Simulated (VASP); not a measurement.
Input of a VASP 6.6.1 run:

The input INCAR:

```
SYSTEM = Si2Mo
  PREC = Accurate
  ENCUT = 520
  EDIFF = 1E-6
  ISMEAR = 0
  SIGMA = 0.1
  LREAL = .False.
  LASPH = .True.
  NELM = 80
  ALGO = Normal
  ISIF = 2
  LWAVE = .False.
  LCHARG = .False.
  LDIPOL = .True.
  IDIPOL = 3
  DIPOL = 0.5 0.5 0.500
  GGA = PS
  NBANDS = 56
```

KPOINTS

```
Automatic mesh
0
Gamma
  9 9 1
  0 0 0
```

File POSCAR:

```
Si2Mo
1.0
    4.5114405007      0.0000000000      0.0000000000
   -2.2557202504      3.9106920049      0.0000000000
    0.0000000000      0.0000000000     23.7671607511
Si Mo
8 4
Direct
    0.1649403352      0.3298806704      0.3576363239
    0.8350596648      0.6701193296      0.3576363239
    0.6649403352      0.3298806704      0.4525454413
    0.3350596648      0.6701193296      0.4525454413
    0.1647593361      0.3295186723      0.5483633533
    0.8352406639      0.6704813277      0.5483633533
    0.6626284283      0.3252568565      0.6423244361
    0.3373715717      0.6747431435      0.6423244361
    0.5000000000      0.0000000000      0.3576363239
    0.0000000000      0.0000000000      0.4525454413
    0.5000000000      0.0000000000      0.5463921083
    0.0000000000      0.0000000000      0.6382785282
```

Potentials or basis: VASP PAW PBE potentials, release 64 (Si, Mo_sv).

Command:

```bash
$ cat potpaw_PBE.64/Si/POTCAR potpaw_PBE.64/Mo_sv/POTCAR > POTCAR
$ mpirun -np 1 vasp_std > vasp.out
```

(1) What does it give for the band gap on the k mesh?

(2) Estimate the largest force.

Results:

(1) zero (bands 44 and 45 overlap by 0.74 eV).

(2) 1.206 eV/Å.

Caveat: the PAW data sets were made with another functional, which shifts forces and pressure a little.
